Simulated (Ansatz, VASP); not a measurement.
# Two plane-wave programs on Y3I

Contents of INCAR:

```
SYSTEM = Y3I
  PREC = Accurate
  ENCUT = 520
  EDIFF = 1E-6
  ISMEAR = 0
  SIGMA = 0.1
  LREAL = .FALSE.
  LASPH = .TRUE.
  NELM = 100
  ALGO = Normal
  ISIF = 2
  LWAVE = .FALSE.
  LCHARG = .TRUE.
  GGA = PE
  LELF = .TRUE.
  LVHAR = .TRUE.
  NBANDS = 50
```

KPOINTS

```
regular mesh
0
G
  3 3 4
  0 0 0
```

POSCAR

```
Y3I
1.0
    7.1001480109      0.0000000000      0.0000000000
   -3.5500740055      6.1489085481      0.0000000000
    0.0000000000      0.0000000000      5.6989642770
Y I
6 2
Direct
    0.8330000000      0.6660000000      0.2500000000
    0.1670000000      0.8330000000      0.7500000000
    0.3340000000      0.1670000000      0.2500000000
    0.1670000000      0.3340000000      0.7500000000
    0.8330000000      0.1670000000      0.2500000000
    0.6660000000      0.8330000000      0.7500000000
    0.3333333333      0.6666666667      0.2500000000
    0.6666666667      0.3333333333      0.7500000000
```

Input for Ansatz:

```yaml
crystal:
  lattice:
    - [7.1001480109, 0.0, 0.0]
    - [-3.5500740055, 6.1489085481, 0.0]
    - [0.0, 0.0, 5.698964277]
  atoms:
    - { symbol: "Y", position: [0.833, 0.666, 0.25] }
    - { symbol: "Y", position: [0.167, 0.833, 0.75] }
    - { symbol: "Y", position: [0.334, 0.167, 0.25] }
    - { symbol: "Y", position: [0.167, 0.334, 0.75] }
    - { symbol: "Y", position: [0.833, 0.167, 0.25] }
    - { symbol: "Y", position: [0.666, 0.833, 0.75] }
    - { symbol: I, position: [0.3333333333, 0.6666666667, 0.25] }
    - { symbol: I, position: [0.6666666667, 0.3333333333, 0.75] }
basis:
  ecutwfc: 420
kpoints:
  mp_grid: { grid: [3, 3, 4] }
hamiltonian:
  xc: pbe
scf:
  occupations: { method: gaussian, width: 0.1 }
  lower_state_search: "off"
output:
  forces: true
  stress: true
  eigenvalues: true
```

Alike in both runs: task single point; functional PBE; k mesh 3 × 3 × 4; occupations gaussian, width 0.1 eV; no spin polarisation.

|  | VASP | Ansatz |
| --- | --- | --- |
| version | VASP 6.6.1 | Ansatz 0.2.0 |
| potentials or method | VASP PAW PBE potentials, release 64 (Y_sv, I), cutoff 520 eV | scalar-relativistic, plane waves, PAW |
| valence electrons in the cell | 80 | 100 |

```csv
,VASP,Ansatz,Ansatz less VASP
gap on the k mesh at the Fermi level (eV),none,none,-
pressure (GPa),-0.9,-0.9,+0.05
"traceless stress, the component that is largest in VASP (GPa)",0.76,0.76,-0.006
rms of the force components (eV/Å),0.007,0.009,+0.0016
```

Atom by atom the forces differ by 0.002 eV/Å (rms over components). A gap of «none» marks a metal or a gap that the smearing closes. VASP's potentials hold 80 valence electrons a cell and Ansatz's 100, so a difference there can come from the potentials and not from the codes.

Neither program's run includes spin-orbit coupling.
